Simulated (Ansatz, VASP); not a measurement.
**ZrGa3Ag in VASP and in Ansatz**

```
Zr Ga Ag
1.0
     4.82469    0.00000    0.00000
     0.00000    4.82469    0.00000
     0.00000    0.00000    4.82469
Zr Ga Ag
1 3 1
Direct
  0.50000 0.50000 0.50000
  0.50000 0.00000 0.00000
  0.00000 0.50000 0.00000
  0.00000 0.00000 0.50000
  0.00000 0.00000 0.00000
```

Alike in both runs: task relaxation of cell and atoms; functional PBE; k mesh 8 × 8 × 8; occupations gaussian, width 0.1 eV; no spin polarisation.

|  | VASP | Ansatz |
| --- | --- | --- |
| version | VASP 6.6.1 | Ansatz 0.2.0 |
| potentials or method | VASP PAW PBE potentials, release 64 (Zr_sv, Ga_d, Ag), cutoff 600 eV | scalar-relativistic, plane waves, PAW |
| valence electrons in the cell | 62 | 70 |

|  | VASP | Ansatz | Ansatz less VASP |
| --- | --- | --- | --- |
| gap on the k mesh at the Fermi level, each at its own relaxed structure (eV) | none | none | - |
| relaxed volume (Å³/atom) | 22.64 | 22.61 | -0.024 |
| relaxed length of the cell vector where the two differ most in proportion (Å) | 4.837 | 4.836 | -0.0017 |

A gap of «none» marks a metal or a gap that the smearing closes. VASP's potentials hold 62 valence electrons a cell and Ansatz's 70, so a difference there can come from the potentials and not from the codes.
